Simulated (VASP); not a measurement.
Here is a VASP 6.6.1 calculation.

Contents of INCAR:

```
SYSTEM = Ru
PREC     = Accurate       ! precision mode
ENCUT    = 520            ! plane-wave cutoff, eV
EDIFF    = 1E-7           ! SCF threshold, eV
ISMEAR   = -1             ! smearing method
SIGMA    = 0.1            ! smearing width, eV
LREAL    = .FALSE.        ! projectors in reciprocal space
LASPH    = .TRUE.         ! aspherical terms in the spheres
NELM     = 80             ! most SCF steps
ALGO     = Normal         ! electronic algorithm
ISIF     = 2              ! what is computed and relaxed
LWAVE    = .FALSE.        ! write WAVECAR
LCHARG   = .TRUE.         ! write CHGCAR
GGA      = PE             ! functional
LELF     = .TRUE.         ! ELF
LVHAR    = .TRUE.       
NBANDS   = 13             ! bands
```

Contents of KPOINTS:

```
regular mesh
0
G
  18 18 18
  0 0 0
```

The input POSCAR:

```
Ru
1.0
    0.0000000000      1.8318115013      1.8318115013
    1.8318115013      0.0000000000      1.8318115013
    1.8318115013      1.8318115013      0.0000000000
Ru
1
Direct
    0.0000000000      0.0000000000      0.0000000000
```

Potentials or basis: VASP PAW PBE potentials, release 64 (Ru_pv).

Launch:

```bash
$ cat potpaw_PBE.64/Ru_pv/POTCAR > POTCAR
$ mpirun -np 1 vasp_std > vasp.out
```

(1) What does it give for the pressure?

(2) Predict the band gap on the k mesh.

## Answers

(1) 48.2 GPa.

(2) zero (band 7 reaches 17.31 eV, above the bottom of band 8 at 13.26 eV).

Caveat: the cell differs from its parent crystal (volume scaled by 0.888, to set the pressure).
